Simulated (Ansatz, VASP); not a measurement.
**WC: VASP beside Ansatz**

The input INCAR:

```
PREC = Accurate ; ENCUT = 520
EDIFF = 1E-6 ; ISMEAR = -1
SIGMA = 0.05 ; LREAL = False
LASPH = True ; NELM = 60
ALGO = Normal ; ISIF = 2
LWAVE = False ; LCHARG = True
GGA = CA ; LELF = True
LVHAR = True ; NBANDS = 16
```

KPOINTS

```
Automatic mesh
0
Gamma
  10 10 9
```

Contents of POSCAR:

```
WC
1.0
    2.9257489053      0.0000000000      0.0000000000
   -1.4628744527      2.5337728771      0.0000000000
    0.0000000000      0.0000000000      2.8553859779
W C
1 1
Direct
    0.0000000000      0.0000000000      0.0000000000
    0.6666666667      0.3333333333      0.5000000000
```

The input input.yaml:

```yaml
crystal:
  lattice:
    - [2.9257489053, 0.0, 0.0]
    - [-1.4628744527, 2.5337728771, 0.0]
    - [0.0, 0.0, 2.8553859779]
  atoms:
    - { symbol: W, position: [0.0, 0.0, 0.0] }
    - { symbol: C, position: [0.6666666667, 0.3333333333, 0.5] }
hamiltonian:
  xc: lda
  pseudopotentials: { kind: paw, xc_functional: lda, accuracy: standard }
kpoints:
  mp_grid: { grid: [10, 10, 9] }
scf:
  occupations: { method: fermi_dirac, width: 0.05 }
output:
  forces: true
  stress: true
  eigenvalues: true
```

Alike in both runs: task single point; functional LDA; k mesh 10 × 10 × 9; occupations fermi-dirac, width 0.05 eV; no spin polarisation.

|  | VASP | Ansatz |
| --- | --- | --- |
| version | VASP 6.6.1 | Ansatz 0.2.0 |
| potentials or method | VASP PAW LDA potentials, release 64 (W_sv, C) | JTH PAW LDA |
| plane-wave cutoff (eV) | 520 | 1290 |
| valence electrons in the cell | 18 | 18 |

VASP gave:

- gap on the k mesh at the Fermi level (eV): none
- pressure (GPa): -14.8
- traceless stress, the component that is largest in VASP (GPa): -2.20

Q: Which values does Ansatz return?

A: gap on the k mesh at the Fermi level (eV): none; pressure (GPa): -17.0; traceless stress, the component that is largest in VASP (GPa): -2.51.

LDA's correlation is that of Perdew and Zunger in VASP and of Perdew and Wang (1992) in Ansatz. A gap of «none» marks a metal or a gap that the smearing closes.

Spin-orbit coupling is off throughout.
